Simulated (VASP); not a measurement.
Write the native input for VASP 6.6.1 that does the following.

- Task: single point
- Functional: PBE
- Potentials or basis: VASP PAW PBE potentials, release 64 (Os)
- Cutoff: 520 eV
- k mesh: 17 × 17 × 9
- Occupations: fermi-dirac, width 0.05 eV
- Spin: no spin polarisation
- Dipole correction: no
- Further INCAR settings: ALGO = Normal; EDIFF = 1e-06; NBANDS = 15

The structure of Os lies in POSCAR:

```
Os
1.0
    2.7554753047      0.0000000000      0.0000000000
   -1.3777376524      2.3863116134      0.0000000000
    0.0000000000      0.0000000000      4.3424529262
Os
2
Direct
    0.3333333333      0.6666666667      0.2500000000
    0.6666666667      0.3333333333      0.7500000000
```

The input as run:

INCAR

```
PREC = Accurate ; ENCUT = 520
EDIFF = 1E-6 ; ISMEAR = -1
SIGMA = 0.05 ; LREAL = False
LASPH = True ; NELM = 100
ALGO = Normal ; ISIF = 2
LWAVE = False ; LCHARG = False
GGA = PE ; NBANDS = 15
```

KPOINTS

```
Automatic mesh
0
Gamma
  17 17 9
```

Potentials or basis: VASP PAW PBE potentials, release 64 (Os).

Command:

```console
$ cat potpaw_PBE.64/Os/POTCAR > POTCAR
$ mpirun -np 1 vasp_std > vasp.out
```

It gave:

- Pressure: -0.2 GPa
- Band gap on the k mesh: zero (bands 8 and 9 overlap by 3.77 eV)

Caveat: spin-orbit coupling is left out, which moves the levels of the heavy elements.

It took 22 s on 1 thread of Intel(R) Xeon(R) 6975P-C (Granite Rapids), with other jobs on the host, peak memory 0.18 GiB.
